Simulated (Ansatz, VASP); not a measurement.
**Two plane-wave programs on Pt**

INCAR

```
SYSTEM = Pt
PREC = Accurate
ENCUT = 520
EDIFF = 1E-6
ISMEAR = 0
SIGMA = 0.15
LREAL = .FALSE.
LASPH = .TRUE.
NELM = 80
ALGO = Fast
ISIF = 2
LWAVE = .FALSE.
LCHARG = .TRUE.
GGA = PS
LELF = .TRUE.
LVHAR = .TRUE.
NBANDS = 11
```

File KPOINTS:

```
regular mesh
0
G
  24 24 24
  0 0 0
```

POSCAR

```
Pt
1.0
    0.0000000000      2.0668907952      1.7568571759
    2.0668907952      0.0000000000      1.7568571759
    2.0668907952      2.0668907952      0.0000000000
Pt
1
Direct
    0.0000000000      0.0000000000      0.0000000000
```

Input for Ansatz:

```yaml
crystal:
  lattice:
    - [0.0, 2.0668907952, 1.7568571759]
    - [2.0668907952, 0.0, 1.7568571759]
    - [2.0668907952, 2.0668907952, 0.0]
  atoms:
    - { symbol: Pt, position: [0.0, 0.0, 0.0] }
basis:
  ecutwfc: 420
kpoints:
  mp_grid: { grid: [24, 24, 24] }
hamiltonian:
  xc: pbesol
scf:
  occupations: { method: gaussian, width: 0.15 }
output:
  forces: true
  stress: true
  eigenvalues: true
```

Alike in both runs: task single point; functional PBEsol; k mesh 24 × 24 × 24; occupations gaussian, width 0.15 eV; no spin polarisation.

```csv
,VASP,Ansatz
version,VASP 6.6.1,Ansatz 0.2.0
potentials or method,"VASP PAW PBE potentials, release 64 (Pt), cutoff 520 eV","scalar-relativistic, plane waves, PAW"
valence electrons in the cell,10,18
```

VASP gave:

- gap on the k mesh at the Fermi level (eV): none
- pressure (GPa): 1.9
- traceless stress, the component that is largest in VASP (GPa): 5.14

**Question.** Estimate Ansatz's values.

**Answer.** gap on the k mesh at the Fermi level (eV): none; pressure (GPa): 2.3; traceless stress, the component that is largest in VASP (GPa): 5.13.

VASP's potentials were made for PBE, not for PBEsol. A gap of «none» marks a metal or a gap that the smearing closes. With one functional, cell and mesh, what is left measures potentials, basis and numerics. VASP's potentials hold 10 valence electrons a cell and Ansatz's 18, so a difference there can come from the potentials and not from the codes.

Spin-orbit coupling is off throughout.
